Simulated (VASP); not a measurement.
Set up this calculation in VASP 6.6.1, as the native input.

| Property | Result |
| --- | --- |
| Task | relaxation of cell and atoms |
| Functional | PBEsol |
| Potentials or basis | VASP PAW PBE potentials, release 64 (Ba_sv, S) |
| Cutoff | 600 eV |
| k mesh | 8 × 8 × 8 |
| Occupations | gaussian, width 0.01 eV |
| Spin | no spin polarisation |
| Dipole correction | no |
| Further INCAR settings | ALGO = Normal; EDIFF = 1e-06; IBRION = 2; EDIFFG = -0.001; NSW = 80; ISIF = 3 |

The structure of BaS lies in POSCAR:

```
BaS
1.0
    0.0000000000      3.1663007737      3.1663007737
    3.1663007737      0.0000000000      3.1663007737
    3.1663007737      3.1663007737      0.0000000000
Ba S
1 1
Direct
    0.0000000000      0.0000000000      0.0000000000
    0.5000000000      0.5000000000      0.5000000000
```

The input as run:

INCAR

```
SYSTEM = BaS
PREC = Accurate
ENCUT = 600
EDIFF = 1E-6
ISMEAR = 0
SIGMA = 0.01
LREAL = .FALSE.
LASPH = .TRUE.
NELM = 80
ALGO = Normal
ISIF = 3
LWAVE = .FALSE.
LCHARG = .FALSE.
GGA = PS
IBRION = 2
NSW = 80
EDIFFG = -0.001
```

KPOINTS

```
regular mesh
0
G
  8 8 8
  0 0 0
```

Potentials or basis: VASP PAW PBE potentials, release 64 (Ba_sv, S).

Run with:

```bash
$ cat potpaw_PBE.64/Ba_sv/POTCAR potpaw_PBE.64/S/POTCAR > POTCAR
$ mpirun -np 1 vasp_std > vasp.out
```

Results of the run:

| Quantity | Value |
| --- | --- |
| Relaxed volume | 32.20 Å³/atom |
| Relaxed cell | a = 4.499 Å, b = 4.499 Å, c = 4.499 Å, α = 60.00°, β = 60.00°, γ = 60.00° |
| Space group after relaxing (to 0.05 Å) | Fm-3m (No. 225) |
| Energy gained by relaxing | 0.9 meV/atom |
| Ionic steps | 3 |
| Pressure after relaxing | 0.0 GPa |
| Band gap on the k mesh | 1.96 eV, indirect (least direct gap 2.09 eV) |

Caveat: the PAW data sets were made with another functional, which shifts forces and pressure a little; spin-orbit coupling is left out, which moves the levels of the heavy elements.

Run time: 62 s on 1 thread of Intel(R) Xeon(R) Platinum 8488C (Sapphire Rapids), on a shared host, peak memory 0.22 GiB.
